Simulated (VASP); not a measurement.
# BiSbS4 (P6/mmm) in VASP: a series of runs

The runs below take BiSbS4 through single point, relaxation of cell and atoms, with PBE.

Everything below comes from runs of VASP 6.6.1. Logs are shortened: lines on timing, memory, paths and dates and some standing lists are left out, and cuts for length are marked.

## (1) The cell of the first run

The structure is hexagonal, space group P6/mmm (No. 191). Conventional cell: a = 5.300 Å, b = 5.300 Å, c = 7.596 Å, α = 90.00°, β = 90.00°, γ = 120.00°. Within 4.3 Å of Sb (site symmetry 6/mmm) lie 12 S at 3.26 Å and 2 Bi at 3.80 Å. Bi (site symmetry 6/mmm) has 2 Sb at 3.80 Å and 12 S at 4.06 Å within 5.0 Å. S (site symmetry 3m) has 4 S at 2.27 to 3.06 Å within 3.1 Å.

The cell was built from a structure type or drawn by symmetry, and may not be a known phase.

## (2) Single point, PBE

Input file INCAR:

```
ALGO = Normal
EDIFF = 1E-6
ENCUT = 520
GGA = PE
ISIF = 2
ISMEAR = 0
LASPH = True
LCHARG = True
LELF = True
LREAL = False
LVHAR = True
LWAVE = False
NBANDS = 31
NELM = 80
PREC = Accurate
SIGMA = 0.1
```

Input file KPOINTS:

```
k-points
0
Gamma
  6 6 2
```

Input file POSCAR:

```
BiSbS4
1.0
    5.2997149200      0.0000000000      0.0000000000
   -2.6498574600      4.5896877500      0.0000000000
    0.0000000000      0.0000000000      7.5958661100
Sb Bi S
1 1 4
Direct
    0.0000000000      0.0000000000      0.5000000000
    0.0000000000      0.0000000000      0.0000000000
    0.3333333300      0.6666666700      0.3508336500
    0.6666666700      0.3333333300      0.3508336500
    0.6666666700      0.3333333300      0.6491663500
    0.3333333300      0.6666666700      0.6491663500
```

Potentials or basis: VASP PAW PBE potentials, release 64 (Sb, Bi_d, S).

Started as:

```console
$ cat potpaw_PBE.64/Sb/POTCAR potpaw_PBE.64/Bi_d/POTCAR potpaw_PBE.64/S/POTCAR > POTCAR
$ mpirun -np 1 vasp_std > vasp.out
```

OUTCAR:

```text
EDIFF = 1E-6
   ENCUT = 520
   GGA = PE
   ISIF = 2
   ISMEAR = 0
   LASPH = True
   LREAL = False
   NELM = 80
   PREC = Accurate

 ion  position               nearest neighbor table
   1  0.000  0.000  0.500-   3 3.26   4 3.26   5 3.26   6 3.26   3 3.26   6 3.26   4 3.26   5 3.26
                             4 3.26   5 3.26   3 3.26   6 3.26   2 3.80   2 3.80
   2  0.000  0.000  0.000-   1 3.80   1 3.80
   3  0.333  0.667  0.351-   6 2.27   1 3.26   1 3.26   1 3.26
   4  0.667  0.333  0.351-   5 2.27   1 3.26   1 3.26   1 3.26
   5  0.667  0.333  0.649-   4 2.27   1 3.26   1 3.26   1 3.26
   6  0.333  0.667  0.649-   3 2.27   1 3.26   1 3.26   1 3.26

  LATTYP: Found a hexagonal cell.
 ALAT       =     5.2997149200
 C/A-ratio  =     1.4332593780

  Lattice vectors:

 A1 = (   5.2997149200,   0.0000000000,   0.0000000000)
 A2 = (  -2.6498574600,   4.5896877500,   0.0000000000)
 A3 = (   0.0000000000,   0.0000000000,   7.5958661100)

Analysis of symmetry for initial positions (statically):
=====================================================================
 Subroutine PRICEL returns:
 Original cell was already a primitive cell.

 Routine SETGRP: Setting up the symmetry group for a
 hexagonal supercell.

 Subroutine GETGRP returns: Found 24 space group operations
 (whereof 24 operations were pure point group operations)
 out of a pool of 24 trial point group operations.

The static configuration has the point symmetry D_6h.

Analysis of symmetry for dynamics (positions and initial velocities):
=====================================================================
 Subroutine PRICEL returns:
 Original cell was already a primitive cell.

 Routine SETGRP: Setting up the symmetry group for a
 hexagonal supercell.

 Subroutine GETGRP returns: Found 24 space group operations
 (whereof 24 operations were pure point group operations)
 out of a pool of 24 trial point group operations.

The dynamic configuration has the point symmetry D_6h.

 Subroutine INISYM returns: Found 24 space group operations
 (whereof 24 operations are pure point group operations),
[... 87 lines left out ...]
   ISPIN  =      1    spin polarized calculation?
   LNONCOLLINEAR =      F non collinear calculations
   LSORBIT =      F    spin-orbit coupling
   LASPH  =      T    aspherical Exc in radial PAW
   ENCUT  =  520.0 eV  38.22 Ry    6.18 a.u.   9.85  9.85 14.12*2*pi/ulx,y,z
   NELM   =     80;   NELMIN=  2; NELMDL= -5     # of ELM steps
   EDIFF  = 0.1E-05   stopping-criterion for ELM
   LREAL  =      F    real-space projection
   EDIFFG = 0.1E-04   stopping-criterion for IOM
   NSW    =      0    number of steps for IOM
   IBRION =     -1    ionic relax: 0-MD 1-quasi-New 2-CG
   NFREE  =      0    steps in history (QN), initial steepest desc. (CG)
   ISIF   =      2    stress and relaxation
   ISYM   =      2    0-nonsym 1-usesym 2-fastsym
   POTIM  = 0.5000    time-step for ionic-motion
   TEBEG  =    0.0;   TEEND  =   0.0 temperature during run
   PSTRESS=    0.0 pullay stress
   NELECT =      44.0000    total number of electrons
   NUPDOWN=      -1.0000    fix difference up-down
   EMIN   =  10.00;   EMAX   =-10.00  energy-range for DOS
   EFERMI =   0.00;   METHOD = LEGACY
   ISMEAR =     0;   SIGMA  =   0.10  broadening in eV -4-tet -1-fermi 0-gaus
   EFERMI_NEDOS =   21; number of points for ismear=-14 and -15
   IALGO  =     38    algorithm
   IMIX   =      4    mixing-type and parameters
     AMIX     =   0.40;   BMIX     =  1.00
     AMIX_MAG =   1.60;   BMIX_MAG =  1.00
  volume/ion in A,a.u.               =      30.79       207.81
  Fermi-wavevector in a.u.,A,eV,Ry     =   1.014740  1.917580 14.009879  1.029697
  Thomas-Fermi vector in A             =   2.147985
   LORBIT       =      0    0 simple, 1 ext, 2 COOP (PROOUT), +10 PAW based schemes
   GGA     = PE    functional components
   LHFCALC =     F    Hartree Fock is set to
   AEXX    =    0.0000 exact exchange contribution
   IVDW    =     0    specifies the selected vdW correction
   LEPSILON=     F    determine dielectric tensor
   LRPA    =     F    only Hartree local field effects (RPA)
 non-spin polarized calculation
 Gauss-broadening in eV      SIGMA  =   0.10
  energy-cutoff  :      520.00
  volume of cell :      184.76
 maximum number of plane-waves:      5016
 NGX is ok and might be reduce to    40
   NGX = 19   NGY = 19   NGZ = 29

 number of electron      43.9999992 magnetization

 Free energy of the ion-electron system (eV)
  ---------------------------------------------------
  ext. energy  EPLUGINS =         0.00000000
  ---------------------------------------------------
  free energy    TOTEN  =       -19.50694465 eV

  energy without entropy =      -19.45950168  energy(sigma->0) =      -19.48322317

 E-fermi :   3.6451     XC(G=0):  -8.5868

 val. band max:        3.6393092998   @ k =   0.3333   0.1667   0.0000
 cond. band min:       3.7223413202   @ k =   0.3333   0.1667   0.0000
 fundamental gap:      0.0830320204
 Fermi energy:         3.6450717764

 k-point     1 :       0.0000    0.0000    0.0000
  band No.  band energies     occupation
      1     -19.1177      2.00000
      2     -19.1177      2.00000
      3     -19.0594      2.00000
      4     -19.0594      2.00000
      5     -19.0413      2.00000
      6     -11.5863      2.00000
[... 465 lines left out ...]
     30      10.4176      0.00000
     31      10.4231      0.00000

------------------------ aborting loop because EDIFF is reached ----------------------------------------

  FORCE on cell =-STRESS in cart. coord.  units (eV):
  Direction    XX          YY          ZZ          XY          YZ          ZX
  --------------------------------------------------------------------------------------
  -------------------------------------------------------------------------------------
  Total       -5.3363977     -5.3363977    -12.6626769      0.0000000      0.0000000      0.0000000
  in kB      -46.2749352    -46.2749351   -109.8052635      0.0000000      0.0000000      0.0000000
  external PRESSURE =     -67.4517113 kB  Pullay stress =       0.0000000 kB

 VOLUME and BASIS-vectors are now :
 -----------------------------------------------------------------------------
  energy-cutoff  :      520.00
  volume of cell :      184.76
      direct lattice vectors                 reciprocal lattice vectors
     5.299714920  0.000000000  0.000000000     0.188689395  0.108939873  0.000000000
    -2.649857460  4.589687750  0.000000000     0.000000000  0.217879746  0.000000000
     0.000000000  0.000000000  7.595866110     0.000000000  0.000000000  0.131650556

 POSITION                                       TOTAL-FORCE (eV/Angst)
 -----------------------------------------------------------------------------------
      0.00000      0.00000      3.79793         0.000000      0.000000      0.000000
      0.00000      0.00000      0.00000         0.000000      0.000000      0.000000
     -0.00000      3.05979      2.66489         0.000000      0.000000      1.899673
      2.64986      1.52990      2.66489        -0.000000     -0.000000      1.899673
      2.64986      1.52990      4.93098        -0.000000      0.000000     -1.899673
     -0.00000      3.05979      4.93098         0.000000      0.000000     -1.899673
 -----------------------------------------------------------------------------------
    total drift:                                0.000000      0.000000      0.000000

  FREE ENERGIE OF THE ION-ELECTRON SYSTEM (eV)
  ---------------------------------------------------
  free  energy   TOTEN  =       -19.5069446490 eV

  energy  without entropy=      -19.4595016849  energy(sigma->0) =      -19.48322317
```

OSZICAR:

```text
N       E                     dE             d eps       ncg     rms          rms(c)
DAV:   1     0.342200854197E+03    0.34220E+03   -0.18699E+04   868   0.126E+03
DAV:   2     0.154201313422E+02   -0.32678E+03   -0.31593E+03  1040   0.291E+02
DAV:   3    -0.191544323727E+02   -0.34575E+02   -0.33221E+02  1051   0.103E+02
DAV:   4    -0.205558877144E+02   -0.14015E+01   -0.13666E+01   981   0.244E+01
DAV:   5    -0.206162464779E+02   -0.60359E-01   -0.60341E-01  1346   0.463E+00    0.135E+01
DAV:   6    -0.205643534270E+02    0.51893E-01   -0.21469E+01  1010   0.748E+00    0.852E+00
DAV:   7    -0.195320599574E+02    0.10323E+01   -0.52183E+00   967   0.554E+00    0.624E+00
DAV:   8    -0.195228655439E+02    0.91944E-02   -0.37036E-01   966   0.221E+00    0.173E+00
DAV:   9    -0.195068786157E+02    0.15987E-01   -0.40729E-02  1030   0.849E-01    0.445E-01
DAV:  10    -0.195071412706E+02   -0.26265E-03   -0.98459E-03  1037   0.361E-01    0.136E-01
DAV:  11    -0.195068774953E+02    0.26378E-03   -0.11400E-03  1051   0.129E-01    0.572E-02
DAV:  12    -0.195069484817E+02   -0.70986E-04   -0.11422E-04  1089   0.457E-02    0.243E-02
DAV:  13    -0.195069411426E+02    0.73391E-05   -0.56654E-05  1036   0.209E-02    0.720E-03
DAV:  14    -0.195069448146E+02   -0.36720E-05   -0.81810E-06   903   0.111E-02    0.491E-03
DAV:  15    -0.195069446490E+02    0.16556E-06   -0.33283E-06   769   0.658E-03
   1 F= -.19506945E+02 E0= -.19483223E+02  d E =-.474430E-01
```

It took 48 s on 1 thread of Intel Xeon 6975P-C (Granite Rapids), shared host; peak memory 0.32 GiB.

What came out:

```
Free energy            : -19.5069 eV
Pressure               : -6.7 GPa
Largest force          : 1.900 eV/Å
Band gap on the k mesh : zero (bands 22 and 23 overlap by 0.39 eV)
```

Forces on the atoms (eV/Å):
```
Sb   0.000  0.000  0.000
Bi   0.000  0.000  0.000
S    0.000  0.000  1.900
S    0.000  0.000  1.900
S    0.000  0.000 -1.900
S    0.000  0.000 -1.900
```

Stress tensor (GPa, compression positive):
```
 -4.63   0.00   0.00
  0.00  -4.63   0.00
  0.00   0.00 -10.98
```

Levels at points of the mesh, in eV from the Fermi level:
```csv
k point,band 20,band 21,band 22,band 23,band 24,band 25
"(0.00, 0.00, 0.00)",-1.89,-0.52,-0.52,0.19,0.48,0.48
"(0.50, 0.00, 0.00)",-0.40,-0.28,-0.09,0.11,0.41,0.69
"(0.00, 0.00, 0.50)",-0.86,-0.86,-0.79,0.26,0.54,0.94
"(0.50, 0.00, 0.50)",-1.24,-0.31,-0.09,0.40,0.40,0.67
```

Caveat: the k points lie up to 0.41 Å⁻¹ apart; spin-orbit coupling is left out, which moves the levels of the heavy elements; forces of over 1 eV/Å act on the atoms, so gaps and moduli don't describe the material at rest.

[end of part 1 of 2]
